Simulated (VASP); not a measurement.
A run of VASP 6.6.1 is set up as follows.

INCAR

```
SYSTEM = TaN
ALGO = Normal ; EDIFF = 1E-6
ENCUT = 520 ; GGA = PS
ISIF = 2 ; ISMEAR = -1
LASPH = .True. ; LCHARG = .False.
LREAL = .False. ; LWAVE = .False.
NBANDS = 24 ; NELM = 60
PREC = Accurate ; SIGMA = 0.01
```

KPOINTS

```
k-points
0
Gamma
  11 11 6
  0 0 0
```

File POSCAR:

```
TaN
1.0
    3.0581283054      0.0000000000      0.0000000000
   -1.5290641527      2.6484168005      0.0000000000
    0.0000000000      0.0000000000      4.9343389905
Ta N
2 2
Direct
    0.0000000000      0.0000000000      0.0000000000
    0.0000000000      0.0000000000      0.5000000000
    0.3333333333      0.6666666667      0.2500000000
    0.6666666667      0.3333333333      0.7500000000
```

Potentials or basis: VASP PAW PBE potentials, release 64 (Ta_pv, N).

Launch:

```console
$ cat potpaw_PBE.64/Ta_pv/POTCAR potpaw_PBE.64/N/POTCAR > POTCAR
$ mpirun -np 1 vasp_std > vasp.out
```

Estimate the pressure.

44.8 GPa.

Predict the band gap on the k mesh.

zero (band 16 reaches 10.33 eV, above the bottom of band 17 at 7.76 eV).

Stress tensor (GPa, compression positive):
```
18.40  0.00  0.00
 0.00 18.40  0.00
 0.00  0.00 97.67
```

Caveat: the PAW data sets were made with another functional, which shifts forces and pressure a little; spin-orbit coupling is left out, which moves the levels of the heavy elements.
